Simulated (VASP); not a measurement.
Runs of VASP 6.6.1 on MgS. The structure is that of space group F-43m (No. 216), or close to it. The cells are those of the table. 

| cell | gap on the mesh (eV) | pressure (GPa) |
| --- | --- | --- |
| a = 4.049 Å, angles 60.0°, 2 atoms | 3.29 | (a) |
| a = 3.911 Å, angles 60.0°, 2 atoms | 3.82 | (c) |
| a = 4.119 Å, angles 60.0°, 2 atoms | (b) | -3.3 |
| a = 4.007 Å, angles 60.0°, 2 atoms | 3.39 | 0.8 |
| a = 4.029 Å, angles 60.0°, 2 atoms | 3.37 | -0.1 |

Alike in all rows: task single point; level PBE; potentials or basis VASP PAW PBE potentials, release 64 (Mg, S); no spin polarisation; k mesh 8 × 8 × 8; cutoff (eV) 520; smearing gaussian 0.02 eV.

**Question.** Estimate the missing entries.

**Answer.** (a) -1.0; (b) 3.05; (c) 5.7.

A k mesh can miss the band edges.
